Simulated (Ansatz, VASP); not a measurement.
**Two plane-wave programs on SrO**

Contents of INCAR:

```
SYSTEM = SrO
PREC = Accurate
ENCUT = 600
EDIFF = 1E-6
ISMEAR = 0
SIGMA = 0.1
LREAL = .FALSE.
LASPH = .TRUE.
NELM = 200
ALGO = Normal
ISIF = 2
LWAVE = .FALSE.
LCHARG = .FALSE.
LDAU = .TRUE.
LDAUTYPE = 2
LDAUL = -1 1
LDAUU = 0 1.7
LDAUJ = 0 0
LDAUPRINT = 1
GGA = PE
NBANDS = 15
GGA_COMPAT = .FALSE.
```

Contents of KPOINTS:

```
Automatic mesh
0
G
  2 2 2
  0 0 0
```

Contents of POSCAR:

```
SrO
1.0
    0.0000000000      2.5837846888      2.5837846888
    2.5837846888      0.0000000000      2.5837846888
    2.5837846888      2.5837846888      0.0000000000
Sr O
1 1
Direct
    0.5000000000      0.5000000000      0.5000000000
    0.0000000000      0.0000000000      0.0000000000
```

Input for Ansatz:

```yaml
crystal:
  lattice:
    - [0.0, 2.5837846888, 2.5837846888]
    - [2.5837846888, 0.0, 2.5837846888]
    - [2.5837846888, 2.5837846888, 0.0]
  atoms:
    - { symbol: Sr, position: [0.5, 0.5, 0.5] }
    - { symbol: O, position: [0.0, 0.0, 0.0] }
basis:
  ecutwfc: 420
kpoints:
  mp_grid: { grid: [2, 2, 2] }
hamiltonian:
  xc: pbe
  hubbard: { sites: [{ species: O, l: p, u_eff: 1.7 }] }
scf:
  occupations: { method: gaussian, width: 0.1 }
  max_iter: 100
output:
  forces: true
  stress: true
  eigenvalues: true
```

Alike in both runs: task single point; functional PBE; k mesh 2 × 2 × 2; occupations gaussian, width 0.1 eV; no spin polarisation; Hubbard terms O p U = 1.7 eV.

```csv
,VASP,Ansatz
version,VASP 6.6.1,Ansatz 0.2.0
potentials or method,"VASP PAW PBE potentials, release 64 (Sr_sv, O), cutoff 600 eV","scalar-relativistic, plane waves, PAW"
valence electrons in the cell,16,16
```

VASP gave:

```
gap on the k mesh at the Fermi level (eV) : 3.10
least direct gap on the mesh (eV)         : 3.21
pressure (GPa)                            : 2.0
```

Q: What did Ansatz give for the same quantities?

A: gap on the k mesh at the Fermi level (eV): 3.61; least direct gap on the mesh (eV): 3.70; pressure (GPa): 1.1.

The programs project onto different local orbitals, so the same U acts differently, and such runs can settle in different states.

The k mesh is coarse, so the values compare programs but aren't converged.
